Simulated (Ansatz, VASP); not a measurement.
**BaZrO3: VASP beside Ansatz**

File POSCAR:

```
BaZrO3
1.0
    4.2053551806      0.0000000000      0.0000000000
    0.0000000000      4.2053551806      0.0000000000
    0.0000000000      0.0000000000      4.2053551806
Ba Zr O
1 1 3
Direct
    0.0000000000      0.0000000000      0.0000000000
    0.5000000000      0.5000000000      0.5000000000
    0.5000000000      0.5000000000      0.0000000000
    0.5000000000      0.0000000000      0.5000000000
    0.0000000000      0.5000000000      0.5000000000
```

The input INCAR.step1:

```
SYSTEM = BaZrO3
ALGO = Normal ; EDIFF = 1E-5
ENCUT = 520 ; GGA = PE
ISIF = 2 ; ISMEAR = 0
LASPH = .TRUE. ; LCHARG = .FALSE.
LREAL = .FALSE. ; LWAVE = .TRUE.
NBANDS = 28 ; NELM = 60
PREC = Accurate ; SIGMA = 0.01
```

The input INCAR.step2:

```
SYSTEM = BaZrO3
ALGO = Normal ; EDIFF = 1E-6
ENCUT = 520 ; GGA = PE
HFSCREEN = 0.2079 ; ISIF = 2
ISMEAR = 0 ; ISTART = 1
LASPH = .TRUE. ; LCHARG = .FALSE.
LHFCALC = .TRUE. ; LREAL = .FALSE.
LWAVE = .FALSE. ; NBANDS = 28
NELM = 60 ; PREC = Accurate
PRECFOCK = Fast ; SIGMA = 0.01
```

Contents of KPOINTS:

```
k-points
0
G
  4 4 4
  0 0 0
```

Input for Ansatz:

```yaml
crystal:
  lattice:
    - [4.2053551806, 0.0, 0.0]
    - [0.0, 4.2053551806, 0.0]
    - [0.0, 0.0, 4.2053551806]
  atoms:
    - { symbol: Ba, position: [0.0, 0.0, 0.0] }
    - { symbol: Zr, position: [0.5, 0.5, 0.5] }
    - { symbol: O, position: [0.5, 0.5, 0.0] }
    - { symbol: O, position: [0.5, 0.0, 0.5] }
    - { symbol: O, position: [0.0, 0.5, 0.5] }
kpoints:
  mp_grid: { grid: [4, 4, 4] }
  band_path:
    path: [[0.0, 0.0, 0.0], [0.0, 0.5, 0.0], [0.5, 0.5, 0.0], [0.5, 0.5, 0.5]]
    npoints: 1
hamiltonian:
  xc: hse06
scf:
  occupations: { method: fixed }
  n_extra_bands: 5
output:
  forces: true
  stress: true
  eigenvalues: true
```

Alike in both runs: task single point; functional HSE06; k mesh 4 × 4 × 4; no spin polarisation.

|  | VASP | Ansatz |
| --- | --- | --- |
| version | VASP 6.6.1 | Ansatz 0.2.0 |
| potentials or method | VASP PAW PBE potentials, release 64 (Ba_sv, Zr_sv, O) | plane waves, PAW |
| plane-wave cutoff (eV) | 520 | 420 |
| occupations | gaussian, width 0.01 eV | fixed |
| valence electrons in the cell | 40 | 40 |

VASP gave:

```
gap on the k mesh at the Fermi level (eV) : 4.64
pressure (GPa)                            : -0.5
```

Question: What did Ansatz give for the same quantities?

Answer: gap on the k mesh at the Fermi level (eV): 4.69; pressure (GPa): -1.5.

Ansatz's warnings: stress exchange threshold loose, stress scf threshold loose.

Spin-orbit coupling is off throughout.
